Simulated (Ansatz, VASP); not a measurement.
**GaAs: VASP beside Ansatz**

```
Ga As
1.0
     2.99871    2.99871    0.00000
    -2.99871    2.99871    0.00000
     0.00000    0.00000    5.33917
Ga As
2 2
Direct
  0.00000 0.00000 0.00000
  0.50000 0.50000 0.50000
  0.50000 0.00000 0.75000
  0.00000 0.50000 0.25000
```

Alike in both runs: task single point; functional PBEsol; k mesh 10 × 10 × 6; occupations gaussian, width 0.01 eV; no spin polarisation.

|  | VASP | Ansatz |
| --- | --- | --- |
| version | VASP 6.6.1 | Ansatz 0.2.0 |
| potentials or method | VASP PAW PBE potentials, release 64 (Ga_d, As), cutoff 520 eV | scalar-relativistic, plane waves, PAW |
| valence electrons in the cell | 36 | 56 |

```tsv
	VASP	Ansatz	Ansatz less VASP
gap on the k mesh at the Fermi level (eV)	0.24	0.24	-0.001
least direct gap on the mesh (eV)	0.42	0.43	+0.010
pressure (GPa)	-3.5	-3.6	-0.11
traceless stress, the component that is largest in VASP (GPa)	3.62	3.62	-0.001
```

VASP's potentials were made for PBE, not for PBEsol. VASP's potentials hold 36 valence electrons a cell and Ansatz's 56, so a difference there can come from the potentials and not from the codes.
